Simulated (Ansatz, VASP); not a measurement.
Two plane-wave programs on BaSr2O2

```
Ba Sr O
1.0
    -2.33269    2.33269    6.53586
     2.33269   -2.33269    6.53586
     2.33269    2.33269   -6.53586
Ba Sr O
1 2 2
Direct
  0.00000 0.00000 0.00000
  0.30895 0.30895 0.00000
  0.69105 0.69105 0.00000
  0.25000 0.75000 0.50000
  0.75000 0.25000 0.50000
```

Alike in both runs: functional PBE; k mesh 12 × 12 × 12; occupations gaussian, width 0.01 eV; no spin polarisation.

Ansatz relaxed the structure, and its values are those at the end. VASP's run is a single point on that final structure, the one shown.

|  | VASP | Ansatz |
| --- | --- | --- |
| version | VASP 6.6.1 | Ansatz 0.2.0 |
| potentials or method | VASP PAW PBE potentials, release 64 (Ba_sv, Sr_sv, O), cutoff 520 eV | scalar-relativistic, plane waves, PAW |
| valence electrons in the cell | 42 | 42 |

VASP gave:

```
gap on the k mesh at the Fermi level (eV) : 0.03
least direct gap on the mesh (eV)         : 0.03
pressure (GPa)                            : 0.3
rms of the force components (eV/Å)        : 0.021
```

Task: Which values does Ansatz return?

Result: gap on the k mesh at the Fermi level (eV): 0.03; least direct gap on the mesh (eV): 0.03; pressure (GPa): 0.0; rms of the force components (eV/Å): 0.000.

With one functional, cell and mesh, what is left measures potentials, basis and numerics.

Neither program's run includes spin-orbit coupling.
